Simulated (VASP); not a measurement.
Runs of VASP 6.6.1 on Te. The structure is that of space group Im-3m (No. 229), or close to it. The cells are those of the table. This isn't the form of Te at room conditions, which is trigonal, of chains.

```csv
task,cell,cutoff (eV),gap on the mesh (eV),pressure (GPa)
relaxation of cell and atoms,"relaxed from a = 3.352 Å, angles 109.5°, 1 atom",600,none,0.0
single point,"a = 3.220 Å, angles 109.5°, 1 atom",520,none,3.7
single point,"a = 3.276 Å, angles 109.5°, 1 atom",520,none,0.0
single point,"a = 2.414 Å, angles 109.5°, 1 atom",520,none,(a)
```

Alike in all rows: level PBEsol; potentials or basis VASP PAW PBE potentials, release 64 (Te); no spin polarisation; k mesh 15 × 15 × 15; smearing fermi-dirac 0.05 eV.

**Question.** Fill in the values left out.

**Answer.** (a) 492.7.

Caveats: the PAW data sets were made with another functional, which shifts forces and pressure a little; spin-orbit coupling is left out, which moves the levels of the heavy elements; the cell stands under pressure (at least some runs).

A k mesh can miss the band edges, and the runs leave out spin-orbit coupling on Te.

A gap of «none» marks levels without a gap at the run's occupations.
